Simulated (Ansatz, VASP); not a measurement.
## Two plane-wave programs on ZnS

```xyz
2
Lattice="0.0000 2.6507 2.6941 2.6941 0.0000 2.6941 2.6941 2.6507 0.0000" Properties=species:S:1:pos:R:3 pbc="T T T"
Zn    1.3470    1.3254    1.3470
S     0.0000    0.0000    0.0000
```

Change from the starting cell: uniaxial_y strain -1.6%.

Alike in both runs: task single point; functional HSE06; k mesh 6 × 6 × 6; no spin polarisation.

```csv
,VASP,Ansatz
version,VASP 6.6.1,Ansatz 0.2.0
potentials or method,"VASP PAW PBE potentials, release 64 (Zn, S)","plane waves, PAW"
plane-wave cutoff (eV),520,420
occupations,"gaussian, width 0.01 eV",fixed
valence electrons in the cell,18,18
```

```tsv
	VASP	Ansatz	Ansatz less VASP
gap on the k mesh at the Fermi level (eV)	3.41	3.42	+0.009
pressure (GPa)	3.0	3.0	+0.02
traceless stress, the component that is largest in VASP (GPa)	0.43	0.43	0.000
```

Ansatz's warnings: stress exchange threshold loose, stress scf threshold loose.
